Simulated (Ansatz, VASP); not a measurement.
Al2O3 in VASP and in Ansatz

The input POSCAR:

```
Al2O3
1.0
    3.0174825440      0.0000000000      0.0000000000
   -1.5087412720      2.6132165386      0.0000000000
    0.0000000000      0.0000000000      7.5746360022
Al O
2 3
Direct
    0.0000000000      0.0000000000      0.7220490000
    0.0000000000      0.0000000000      0.2779510000
    0.0000000000      0.0000000000      0.5000000000
    0.6666666667      0.3333333333      0.8005460000
    0.3333333333      0.6666666667      0.1994540000
```

File INCAR.step1:

```
PREC = Accurate ; ENCUT = 520
ISMEAR = 0 ; SIGMA = 0.01
LREAL = False ; LASPH = True
NELM = 80 ; NBANDS = 20
GGA = PE ; ALGO = Normal
EDIFF = 1E-4 ; LWAVE = True
LCHARG = False
```

INCAR.step2

```
PREC = Accurate ; ENCUT = 520
EDIFF = 1E-6 ; ISMEAR = 0
SIGMA = 0.01 ; LREAL = False
LASPH = True ; NELM = 80
ALGO = Normal ; ISIF = 2
LWAVE = False ; LCHARG = False
METAGGA = R2SCAN ; LMIXTAU = True
NBANDS = 20 ; ISTART = 1
```

File KPOINTS:

```
Automatic mesh
0
Gamma
  12 12 4
```

The input input.yaml:

```yaml
crystal:
  lattice:
    - [3.017482544, 0.0, 0.0]
    - [-1.508741272, 2.6132165386, 0.0]
    - [0.0, 0.0, 7.5746360022]
  atoms:
    - { symbol: Al, position: [0.0, 0.0, 0.722049] }
    - { symbol: Al, position: [0.0, 0.0, 0.277951] }
    - { symbol: O, position: [0.0, 0.0, 0.5] }
    - { symbol: O, position: [0.6666666667, 0.3333333333, 0.800546] }
    - { symbol: O, position: [0.3333333333, 0.6666666667, 0.199454] }
kpoints:
  mp_grid: { grid: [12, 12, 4] }
  band_path:
    path:
      - [0.0, 0.0, 0.0]
      - [0.5, 0.0, 0.0]
      - [0.3333333333, 0.3333333333, 0.0]
      - [0.0, 0.0, 0.5]
      - [0.5, 0.0, 0.5]
      - [0.3333333333, 0.3333333333, 0.5]
      - [0.0, 0.0, 0.145833]
    npoints: 1
hamiltonian:
  xc: r2scan
scf:
  occupations: { method: fixed }
  n_extra_bands: 5
output:
  forces: true
  stress: true
  eigenvalues: true
```

Alike in both runs: functional r2SCAN; k mesh 12 × 12 × 4; no spin polarisation.

|  | VASP | Ansatz |
| --- | --- | --- |
| version | VASP 6.6.1 | Ansatz 0.2.0 |
| potentials or method | VASP PAW PBE potentials, release 64 (Al, O) | Ansatz PAW |
| plane-wave cutoff (eV) | 520 | 500 |
| occupations | gaussian, width 0.01 eV | fixed |
| valence electrons in the cell | 24 | 24 |
| task | single point | band structure |

|  | VASP | Ansatz | Ansatz less VASP |
| --- | --- | --- | --- |
| gap on the k mesh at the Fermi level (eV) | 2.95 | 2.96 | +0.003 |
| least direct gap on the mesh (eV) | 2.95 | 2.96 | +0.003 |
| pressure (GPa) | -5.6 | -5.5 | +0.08 |
| traceless stress, the component that is largest in VASP (GPa) | -0.25 | -0.59 | -0.343 |
| rms of the force components (eV/Å) | 0.156 | 0.156 | 0.0000 |

VASP's potentials were made for PBE, not for r2SCAN. Atom by atom the forces differ by 0.026 eV/Å (rms over components).
